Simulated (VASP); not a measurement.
Input of a VASP 6.6.1 run:

File INCAR:

```
PREC = Accurate
ENCUT = 520
EDIFF = 1E-6
ISMEAR = -1
SIGMA = 0.02
LREAL = Auto
LASPH = True
NELM = 60
ALGO = Normal
ISIF = 2
LWAVE = False
LCHARG = True
GGA = PS
LELF = True
LVHAR = True
NBANDS = 57
```

KPOINTS

```
Automatic mesh
0
Gamma
  2 2 1
```

The input POSCAR:

```
C19O
1.0
    7.3980000000      0.0000000000      0.0000000000
   -3.6990000000      6.4068560000      0.0000000000
    0.0000000000      0.0000000000     11.0000000000
C O
19 1
Direct
    0.0180027583      0.0111939460      0.0720243636
    0.2375686204      0.1209807119      0.0719515455
    0.0158258893      0.3426947632      0.0721195455
    0.2397085858      0.4545961389      0.0720720909
    0.0161542025      0.6781694485      0.0721099091
    0.2393769112      0.7897992401      0.0721480000
    0.3491617735      0.0093705868      0.0720007273
    0.5730337799      0.1213111392      0.0719639091
    0.3495144299      0.3448363753      0.0718340000
    0.5726837136      0.4564071676      0.0716851818
    0.3513064597      0.6778373043      0.0721483636
    0.5708889508      0.7876321865      0.0720374545
    0.6828171041      0.0115279632      0.0720440000
    0.9060435396      0.1231276308      0.0720446364
    0.6846176993      0.3445084453      0.0718385455
    0.9041850642      0.4542682089      0.0720564545
    0.6824788743      0.6759910009      0.0718423636
    0.9063706849      0.7879638625      0.0719995455
    0.5892808217      0.5349001133      0.3911222727
    0.6597248315      0.6853974867      0.4452300000
```

Potentials or basis: VASP PAW PBE potentials, release 64 (C, O).

Command:

```console
$ cat potpaw_PBE.64/C/POTCAR potpaw_PBE.64/O/POTCAR > POTCAR
$ mpirun -np 1 vasp_std > vasp.out
```

Problem. Estimate the band gap on the k mesh.

Solution. 0.21 eV.

Problem. Predict the largest force.

Solution. 0.964 eV/Å.

Forces in eV/Å, atoms in the order of the input:
```
C   -0.015  0.003  0.006
C    0.015  0.011  0.002
C    0.007  0.008 -0.004
C   -0.012  0.006  0.004
C    0.019 -0.011 -0.006
C    0.000 -0.015 -0.001
C    0.000  0.021  0.003
C   -0.024  0.008 -0.001
C    0.010 -0.011  0.002
C   -0.007 -0.017  0.010
C   -0.007 -0.013  0.000
C    0.007  0.008 -0.001
C    0.023 -0.007 -0.004
C   -0.001 -0.015 -0.002
C   -0.019 -0.012  0.004
C    0.017  0.010 -0.003
C   -0.001  0.022  0.004
C   -0.011  0.004 -0.001
C    0.029 -0.818 -0.508
O   -0.029  0.818  0.496
```

Caveat: the k points lie up to 0.49 Å⁻¹ apart; the PAW data sets were made with another functional, which shifts forces and pressure a little.
